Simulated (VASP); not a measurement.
# Br (Fm-3m) in VASP: notebook

Runs on Br. Level: PBE. Tasks: single point.

Everything below comes from runs of VASP 6.6.1. Logs are shortened: lines on timing, memory, paths and dates and some standing lists are left out, and cuts for length are marked.

## (1) The cell of the first run

It takes space group Fm-3m (No. 225, cubic). Conventional cell: a = 4.696 Å, b = 4.696 Å, c = 4.696 Å, α = 90.00°, β = 90.00°, γ = 90.00°. Br (site symmetry m-3m) has 12 Br at 3.32 Å within 4.4 Å.

## (2) Single point, PBE

Contents of INCAR:

```
SYSTEM = Br
ALGO = Normal
EDIFF = 1E-7
ENCUT = 520
GGA = PE
ISIF = 2
ISMEAR = -1
LASPH = .TRUE.
LCHARG = .FALSE.
LREAL = .FALSE.
LWAVE = .FALSE.
NBANDS = 10
NELM = 100
PREC = Accurate
SIGMA = 0.06122561905347299
```

Contents of KPOINTS:

```
k-points
0
G
  14 14 14
  0 0 0
```

Contents of POSCAR:

```
Br
1.0
    0.0000000000      2.3477743951      2.3477743951
    2.3477743951      0.0000000000      2.3477743951
    2.3477743951      2.3477743951      0.0000000000
Br
1
Direct
    0.0000000000      0.0000000000      0.0000000000
```

Potentials or basis: VASP PAW PBE potentials, release 64 (Br).

Run with:

```console
cat potpaw_PBE.64/Br/POTCAR > POTCAR
mpirun -np 1 vasp_std > vasp.out
```

OUTCAR:

```text
SYSTEM = Br
   EDIFF = 1E-7
   ENCUT = 520
   GGA = PE
   ISIF = 2
   ISMEAR = -1
   LASPH = .TRUE.
   LREAL = .FALSE.
   NELM = 100
   PREC = Accurate

 ion  position               nearest neighbor table
   1  0.000  0.000  0.000-

  LATTYP: Found a face centered cubic cell.
 ALAT       =     4.6955487902

  Lattice vectors:

 A1 = (   0.0000000000,   2.3477743951,   2.3477743951)
 A2 = (   2.3477743951,   0.0000000000,   2.3477743951)
 A3 = (   2.3477743951,   2.3477743951,   0.0000000000)

Analysis of symmetry for initial positions (statically):
=====================================================================
 Subroutine PRICEL returns:
 Original cell was already a primitive cell.

 Routine SETGRP: Setting up the symmetry group for a
 face centered cubic supercell.

 Subroutine GETGRP returns: Found 48 space group operations
 (whereof 48 operations were pure point group operations)
 out of a pool of 48 trial point group operations.

The static configuration has the point symmetry O_h .

Analysis of symmetry for dynamics (positions and initial velocities):
=====================================================================
 Subroutine PRICEL returns:
 Original cell was already a primitive cell.

 Routine SETGRP: Setting up the symmetry group for a
 face centered cubic supercell.

 Subroutine GETGRP returns: Found 48 space group operations
 (whereof 48 operations were pure point group operations)
 out of a pool of 48 trial point group operations.

The dynamic configuration has the point symmetry O_h .

 Subroutine INISYM returns: Found 48 space group operations
 (whereof 48 operations are pure point group operations),
 and found     1 'primitive' translations

----------------------------------------------------------------------------------------

                                     Primitive cell

  volume of cell :      25.8821

  direct lattice vectors                    reciprocal lattice vectors
     0.000000000  2.347774395  2.347774395    -0.212967652  0.212967652  0.212967652
     2.347774395  0.000000000  2.347774395     0.212967652 -0.212967652  0.212967652
     2.347774395  2.347774395  0.000000000     0.212967652  0.212967652 -0.212967652

  length of vectors
     3.320254391  3.320254391  3.320254391     0.368870793  0.368870793  0.368870793

  position of ions in fractional coordinates (direct lattice)
     0.000000000  0.000000000  0.000000000

  ion indices of the primitive-cell ions
   primitive index   ion index
                 1           1

----------------------------------------------------------------------------------------

 KPOINTS: k-points

Automatic generation of k-mesh.
 Grid dimensions read from file:
 generate k-points for:   14   14   14

 Generating k-lattice:

  Cartesian coordinates                     Fractional coordinates (reciprocal lattice)
    -0.015211975  0.015211975  0.015211975     0.071428571  0.000000000  0.000000000
     0.015211975 -0.015211975  0.015211975     0.000000000  0.071428571  0.000000000
     0.015211975  0.015211975 -0.015211975     0.000000000  0.000000000  0.071428571

  Length of vectors
     0.026347914  0.026347914  0.026347914

  Shift w.r.t. Gamma in fractional coordinates (k-lattice)
     0.000000000  0.000000000  0.000000000

 Subroutine IBZKPT returns following result:
 ===========================================

 Found    104 irreducible k-points:

 Following reciprocal coordinates:
            Coordinates               Weight
  0.000000  0.000000  0.000000      1.000000
  0.071429  0.000000  0.000000      8.000000
  0.142857  0.000000  0.000000      8.000000
  0.214286  0.000000  0.000000      8.000000
  0.285714  0.000000  0.000000      8.000000
  0.357143  0.000000  0.000000      8.000000
[... 16 lines left out ...]
  0.214286  0.142857  0.000000     24.000000
  0.285714  0.142857  0.000000     24.000000
 [... further k-points ...]
   k-points           NKPTS =    104   k-points in BZ     NKDIM =    104   number of bands    NBANDS=     10
   number of dos      NEDOS =    301   number of ions     NIONS =      1
   total plane-waves  NPLWV =  21952
   dimension x,y,z NGX =    28 NGY =   28 NGZ =   28
   dimension x,y,z NGXF=    56 NGYF=   56 NGZF=   56
   ions per type =               1
   NGX,Y,Z   is equivalent  to a cutoff of  14.02, 14.02, 14.02 a.u.
   NGXF,Y,Z  is equivalent  to a cutoff of  28.04, 28.04, 28.04 a.u.
 SYSTEM =  Br
   PREC   = accura    normal or accurate (medium, high low for compatibility)
   ISTART =      0    job   : 0-new  1-cont  2-samecut
   ICHARG =      2    charge: 1-file 2-atom 10-const
   ISPIN  =      1    spin polarized calculation?
   LNONCOLLINEAR =      F non collinear calculations
   LSORBIT =      F    spin-orbit coupling
   LASPH  =      T    aspherical Exc in radial PAW
   ENCUT  =  520.0 eV  38.22 Ry    6.18 a.u.   6.17  6.17  6.17*2*pi/ulx,y,z
   NELM   =    100;   NELMIN=  2; NELMDL= -5     # of ELM steps
   EDIFF  = 0.1E-06   stopping-criterion for ELM
   LREAL  =      F    real-space projection
   EDIFFG = 0.1E-05   stopping-criterion for IOM
   NSW    =      0    number of steps for IOM
   IBRION =     -1    ionic relax: 0-MD 1-quasi-New 2-CG
   NFREE  =      0    steps in history (QN), initial steepest desc. (CG)
   ISIF   =      2    stress and relaxation
   ISYM   =      2    0-nonsym 1-usesym 2-fastsym
   POTIM  = 0.5000    time-step for ionic-motion
   TEBEG  =    0.0;   TEEND  =   0.0 temperature during run
   PSTRESS=    0.0 pullay stress
   NELECT =       7.0000    total number of electrons
   NUPDOWN=      -1.0000    fix difference up-down
   EMIN   =  10.00;   EMAX   =-10.00  energy-range for DOS
   EFERMI =   0.00;   METHOD = LEGACY
   ISMEAR =    -1;   SIGMA  =   0.06  broadening in eV -4-tet -1-fermi 0-gaus
   EFERMI_NEDOS =   21; number of points for ismear=-14 and -15
   IALGO  =     38    algorithm
   IMIX   =      4    mixing-type and parameters
     AMIX     =   0.40;   BMIX     =  1.00
     AMIX_MAG =   1.60;   BMIX_MAG =  1.00
  volume/ion in A,a.u.               =      25.88       174.66
  Fermi-wavevector in a.u.,A,eV,Ry     =   1.058704  2.000660 15.250142  1.120854
  Thomas-Fermi vector in A             =   2.194023
   LORBIT       =      0    0 simple, 1 ext, 2 COOP (PROOUT), +10 PAW based schemes
   GGA     = PE    functional components
   LHFCALC =     F    Hartree Fock is set to
   AEXX    =    0.0000 exact exchange contribution
   IVDW    =     0    specifies the selected vdW correction
   LEPSILON=     F    determine dielectric tensor
   LRPA    =     F    only Hartree local field effects (RPA)
 non-spin polarized calculation
  energy-cutoff  :      520.00
  volume of cell :       25.88
 maximum number of plane-waves:       725
 NGX is ok and might be reduce to    28
   NGX = 13   NGY = 13   NGZ = 13

 number of electron       6.9999999 magnetization

 Free energy of the ion-electron system (eV)
  ---------------------------------------------------
  ext. energy  EPLUGINS =         0.00000000
  ---------------------------------------------------
  free energy    TOTEN  =        -0.98751422 eV

  energy without entropy =       -0.96581497  energy(sigma->0) =       -0.97666460

 E-fermi :   1.7215     XC(G=0):  -9.3995

 val. band max:        1.7046405804   @ k =   0.5000   0.0714   0.0000
 cond. band min:       1.7261436051   @ k =   0.2143   0.2143   0.0000
 fundamental gap:      0.0215030247
 Fermi energy:         1.7215240280

 k-point     1 :       0.0000    0.0000    0.0000
  band No.  band energies     occupation
      1     -13.6528      2.00000
      2       2.6258      0.00000
      3       2.6258      0.00000
      4       2.6258      0.00000
      5       9.8266      0.00000
      6      14.2804      0.00000
      7      14.2804      0.00000
      8      14.2804      0.00000
      9      18.4242      0.00000
     10      18.5304      0.00000

 k-point     2 :       0.0714    0.0000    0.0000
  band No.  band energies     occupation
      1     -13.5959      2.00000
      2       2.2268      0.00052
      3       2.5881      0.00000
      4       2.5881      0.00000
      5      10.1706      0.00000
      6      13.9658      0.00000
      7      14.4045      0.00000
      8      14.4045      0.00000
      9      18.1573      0.00000
     10      18.1573      0.00000

 k-point     3 :       0.1429    0.0000    0.0000
  band No.  band energies     occupation
      1     -13.4309      2.00000
      2       1.2578      1.99897
      3       2.4861      0.00001
      4       2.4861      0.00001
      5      10.8229      0.00000
      6      13.6173      0.00000
      7      14.6737      0.00000
      8      14.6737      0.00000
      9      17.5691      0.00000
     10      17.5691      0.00000

 k-point     4 :       0.2143    0.0000    0.0000
  band No.  band energies     occupation
      1     -13.1757      2.00000
      2       0.0788      2.00000
      3       2.3465      0.00007
      4       2.3465      0.00007
      5      10.9991      0.00000
      6      14.0869      0.00000
      7      14.7357      0.00000
      8      14.7357      0.00000
      9      17.5253      0.00000
     10      17.5253      0.00000

 k-point     5 :       0.2857    0.0000    0.0000
  band No.  band energies     occupation
      1     -12.8643      2.00000
      2      -1.0706      2.00000
      3       2.2012      0.00079
      4       2.2012      0.00079
      5      10.7114      0.00000
      6      14.4160      0.00000
      7      14.4160      0.00000
      8      15.1969      0.00000
      9      18.3071      0.00000
     10      18.3071      0.00000

 k-point     6 :       0.3571    0.0000    0.0000
  band No.  band energies     occupation
      1     -12.5511      2.00000
      2      -2.0320      2.00000
      3       2.0779      0.00591
      4       2.0779      0.00591
      5      10.3880      0.00000
      6      14.0165      0.00000
      7      14.0165      0.00000
      8      16.1182      0.00000
      9      18.8568      0.00000
     10      19.6034      0.00000
[... 183 lines left out ...]
 k-point    21 :      -0.0714    0.0714    0.0000
  band No.  band energies     occupation
      1     -13.5030      2.00000
      2       1.7395      0.85414
      3       2.3614      0.00006
      4       2.5988      0.00000
      5      10.6495      0.00000
      6      13.5363      0.00000
      7      14.5301      0.00000
      8      14.7340      0.00000
      9      17.2894      0.00000
     10      18.1673      0.00000

 k-point    22 :       0.1429    0.1429    0.0000
  band No.  band energies     occupation
      1     -13.3569      2.00000
      2       1.3561      1.99490
      3       2.1630      0.00148
      4       2.1630      0.00148
      5      11.2961      0.00000
      6      12.5777      0.00000
      7      15.3088      0.00000
      8      15.3088      0.00000
      9      15.7267      0.00000
     10      18.9834      0.00000

 k-point    23 :       0.2143    0.1429    0.0000
  band No.  band energies     occupation
      1     -13.1672      2.00000
      2       0.5907      2.00000
      3       1.9621      0.03858
      4       2.0104      0.01771
      5      11.6595      0.00000
      6      12.2380      0.00000
      7      14.7509      0.00000
      8      15.7255      0.00000
      9      16.3276      0.00000
     10      19.1032      0.00000

 k-point    24 :       0.2857    0.1429    0.0000
  band No.  band energies     occupation
      1     -12.9019      2.00000
      2      -0.3921      2.00000
      3       1.7894      0.49597
      4       1.8177      0.34404
      5      11.4225      0.00000
      6      12.7118      0.00000
      7      14.1150      0.00000
      8      15.7620      0.00000
      9      17.6208      0.00000
     10      19.5597      0.00000

 [... further k-points ...]

------------------------ aborting loop because EDIFF is reached ----------------------------------------

  FORCE on cell =-STRESS in cart. coord.  units (eV):
  Direction    XX          YY          ZZ          XY          YZ          ZX
  --------------------------------------------------------------------------------------
  -------------------------------------------------------------------------------------
  Total        0.0983082      0.0983082      0.0983082      0.0000000      0.0000000      0.0000000
  in kB        6.0855687      6.0855687      6.0855687      0.0000000      0.0000000      0.0000000
  external PRESSURE =       6.0855687 kB  Pullay stress =       0.0000000 kB

 VOLUME and BASIS-vectors are now :
 -----------------------------------------------------------------------------
  energy-cutoff  :      520.00
  volume of cell :       25.88
      direct lattice vectors                 reciprocal lattice vectors
     0.000000000  2.347774395  2.347774395    -0.212967652  0.212967652  0.212967652
     2.347774395  0.000000000  2.347774395     0.212967652 -0.212967652  0.212967652
     2.347774395  2.347774395  0.000000000     0.212967652  0.212967652 -0.212967652

 POSITION                                       TOTAL-FORCE (eV/Angst)
 -----------------------------------------------------------------------------------
      0.00000      0.00000      0.00000         0.000000      0.000000     -0.000000
 -----------------------------------------------------------------------------------
    total drift:                                0.000000      0.000000      0.000000

  FREE ENERGIE OF THE ION-ELECTRON SYSTEM (eV)
  ---------------------------------------------------
  free  energy   TOTEN  =        -0.9875142242 eV

  energy  without entropy=       -0.9658149739  energy(sigma->0) =       -0.97666460
```

Run time: 34 s. Hardware: 1 thread of Intel Xeon Platinum 8259CL at 2.50GHz (Skylake/Cascade Lake), shared host; peak memory 0.17 GiB.

Results:

```yaml
Free_energy: -0.9875 eV
Pressure: 0.6 GPa
```

Levels at points of the mesh, in eV from the Fermi level:
```
           k point  band 1  band 2  band 3  band 4  band 5  band 6  band 7  band 8  band 9
(0.00, 0.00, 0.00)  -15.37    0.90    0.90    0.90    8.11   12.56   12.56   12.56   16.70
(0.50, 0.00, 0.00)  -13.94   -4.63    0.25    0.25    8.38   11.91   11.91   14.68   18.37
(0.50, 0.50, 0.00)  -13.45   -4.12   -1.09   -1.09    6.60    7.79   18.81   20.49   21.30
```

Caveat: an odd number of electrons without spin polarisation forces a metal; a magnetic or distorted state may lie lower.

## (3) Single point, PBE

This run uses another cell than the first one, of 26.41 Å³/atom, 1.020 times its volume.

Contents of INCAR:

```
SYSTEM = Br
PREC = Accurate ; ENCUT = 520
EDIFF = 1E-6 ; ISMEAR = -1
SIGMA = 0.06122561905347299 ; LREAL = .FALSE.
LASPH = .TRUE. ; NELM = 100
ALGO = Normal ; ISIF = 2
LWAVE = .FALSE. ; LCHARG = .FALSE.
GGA = PE ; NBANDS = 10
```

Contents of KPOINTS:

```
Automatic mesh
0
G
  14 14 14
  0 0 0
```

Contents of POSCAR:

```
Br
1.0
    0.0000000000      2.3636382168      2.3636382168
    2.3636382168      0.0000000000      2.3636382168
    2.3636382168      2.3636382168      0.0000000000
Br
1
Direct
    0.0000000000      0.0000000000      0.0000000000
```

Potentials or basis: VASP PAW PBE potentials, release 64 (Br).

Run with:

```console
cat potpaw_PBE.64/Br/POTCAR > POTCAR
mpirun -np 1 vasp_std > vasp.out
```

Wall time 34 s (1 thread of Intel Xeon Platinum 8259CL at 2.50GHz (Skylake/Cascade Lake), shared host); peak memory 0.17 GiB.

Results (log left out):

```yaml
Free_energy: -0.9885 eV
Pressure: 0.0 GPa
```

Levels at points of the mesh, in eV from the Fermi level:
```csv
k point,band 1,band 2,band 3,band 4,band 5,band 6,band 7,band 8,band 9
"(0.00, 0.00, 0.00)",-15.25,0.87,0.87,0.87,7.99,12.55,12.55,12.55,16.68
"(0.50, 0.00, 0.00)",-13.88,-4.48,0.24,0.24,8.37,11.92,11.92,14.60,18.21
"(0.50, 0.50, 0.00)",-13.42,-3.99,-1.06,-1.06,6.66,7.86,18.55,20.34,21.10
```

Caveat: an odd number of electrons without spin polarisation forces a metal; a magnetic or distorted state may lie lower.

## (4) Single point, PBE

This run uses another cell than the first one, of 26.94 Å³/atom, 1.041 times its volume.

Contents of INCAR:

```
  PREC = Accurate
  ENCUT = 520
  EDIFF = 1E-6
  ISMEAR = -1
  SIGMA = 0.06122561905347299
  LREAL = False
  LASPH = True
  NELM = 80
  ALGO = Normal
  ISIF = 2
  LWAVE = False
  LCHARG = False
  GGA = PE
  NBANDS = 10
```

Contents of KPOINTS:

```
regular mesh
0
Gamma
  14 14 14
```

Contents of POSCAR:

```
Br
1.0
    0.0000000000      2.3792919062      2.3792919062
    2.3792919062      0.0000000000      2.3792919062
    2.3792919062      2.3792919062      0.0000000000
Br
1
Direct
    0.0000000000      0.0000000000      0.0000000000
```

Run with:

```console
cat potpaw_PBE.64/Br/POTCAR > POTCAR
mpirun -np 1 vasp_std > vasp.out
```

It took 33 s on 1 thread of Intel Xeon Platinum 8259CL at 2.50GHz (Skylake/Cascade Lake), shared host; peak memory 0.17 GiB.

Results (log left out):

```
Free energy : -0.9877 eV
Pressure    : -0.5 GPa
```

Levels at points of the mesh, in eV from the Fermi level:
| k point | band 1 | band 2 | band 3 | band 4 | band 5 | band 6 | band 7 | band 8 |
| --- | --- | --- | --- | --- | --- | --- | --- | --- |
| (0.00, 0.00, 0.00) | -15.13 | 0.84 | 0.84 | 0.84 | 7.88 | 12.55 | 12.55 | 12.55 |
| (0.50, 0.00, 0.00) | -13.83 | -4.34 | 0.23 | 0.23 | 8.37 | 11.93 | 11.93 | 14.53 |
| (0.50, 0.50, 0.00) | -13.39 | -3.87 | -1.02 | -1.02 | 6.73 | 7.92 | 18.31 | 20.20 |

Caveat: an odd number of electrons without spin polarisation forces a metal; a magnetic or distorted state may lie lower.

## (5) Single point, PBE

This run uses another cell than the first one, of 27.47 Å³/atom, 1.061 times its volume.

Contents of INCAR:

```
SYSTEM = Br
  ALGO = Normal
  EDIFF = 1E-7
  ENCUT = 520
  GGA = PE
  ISIF = 2
  ISMEAR = -1
  LASPH = .True.
  LCHARG = .False.
  LREAL = .False.
  LWAVE = .False.
  NBANDS = 10
  NELM = 60
  PREC = Accurate
  SIGMA = 0.06122561905347299
```

Contents of KPOINTS:

```
k-points
0
Gamma
  14 14 14
  0 0 0
```

Contents of POSCAR:

```
Br
1.0
    0.0000000000      2.3947422866      2.3947422866
    2.3947422866      0.0000000000      2.3947422866
    2.3947422866      2.3947422866      0.0000000000
Br
1
Direct
    0.0000000000      0.0000000000      0.0000000000
```

Run with:

```console
cat potpaw_PBE.64/Br/POTCAR > POTCAR
mpirun -np 1 vasp_std > vasp.out
```

It took 35 s on 1 thread of Intel Xeon Platinum 8259CL at 2.50GHz (Skylake/Cascade Lake), shared host; peak memory 0.16 GiB.

Results (log left out):

| Item | Value |
| --- | --- |
| Free energy | -0.9853 eV |
| Pressure | -1.0 GPa |

Levels at points of the mesh, in eV from the Fermi level:
```
           k point  band 1  band 2  band 3  band 4  band 5  band 6  band 7  band 8  band 9
(0.00, 0.00, 0.00)  -15.02    0.81    0.81    0.81    7.78   12.54   12.54   12.54   16.58
(0.50, 0.00, 0.00)  -13.78   -4.21    0.22    0.22    8.37   11.93   11.93   14.45   17.90
(0.50, 0.50, 0.00)  -13.36   -3.75   -0.99   -0.99    6.79    7.99   18.07   20.06   20.72
```

Caveat: an odd number of electrons without spin polarisation forces a metal; a magnetic or distorted state may lie lower.

## (6) The runs side by side

| cell | gap on the mesh (eV) | pressure (GPa) |
| --- | --- | --- |
| a = 3.320 Å, angles 60.0°, 1 atom | none | 0.6 |
| a = 3.343 Å, angles 60.0°, 1 atom | none | 0.0 |
| a = 3.365 Å, angles 60.0°, 1 atom | none | -0.5 |
| a = 3.387 Å, angles 60.0°, 1 atom | none | -1.0 |

Alike in all rows: task single point; level PBE; potentials or basis VASP PAW PBE potentials, release 64 (Br); no spin polarisation; k mesh 14 × 14 × 14; cutoff (eV) 520; smearing fermi-dirac 0.0612256 eV.

Caveats: an odd number of electrons without spin polarisation forces a metal; a magnetic or distorted state may lie lower.

Absolute energies hang on the potentials; compare differences alone.
